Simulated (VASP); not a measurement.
Input of a VASP 6.6.1 run:

INCAR

```
PREC = Accurate ; ENCUT = 520
EDIFF = 1E-7 ; ISMEAR = 0
SIGMA = 0.1 ; LREAL = False
LASPH = True ; NELM = 150
ALGO = Normal ; ISIF = 2
LWAVE = False ; LCHARG = True
ISPIN = 2 ; MAGMOM = 4 0 0 0 0
LORBIT = 11 ; LMAXMIX = 4
GGA = PE ; LELF = True
LVHAR = True ; NBANDS = 20
```

Contents of KPOINTS:

```
regular mesh
0
Gamma
  6 6 6
```

The input POSCAR:

```
MnH4
1.0
   -2.0039535710      2.0039535710      2.0039535710
    2.0039535710     -2.0039535710      2.0039535710
    2.0039535710      2.0039535710     -2.0039535710
Mn H
1 4
Direct
    0.0000000000      0.0000000000      0.0000000000
    0.0000000000      0.0000000000      0.5000000000
    0.5000000000      0.0000000000      0.0000000000
    0.5000000000      0.5000000000      0.5000000000
    0.0000000000      0.5000000000      0.0000000000
```

Potentials or basis: VASP PAW PBE potentials, release 64 (Mn_pv, H).

Launch:

```console
$ cat potpaw_PBE.64/Mn_pv/POTCAR potpaw_PBE.64/H/POTCAR > POTCAR
$ mpirun -np 1 vasp_std > vasp.out
```

Question: Estimate the site moments.

Answer: Mn +3.01; H -0.04 μB.

Question: Predict the net moment.

Answer: 2.89 μB per cell.

Caveat: the k points lie up to 0.37 Å⁻¹ apart.
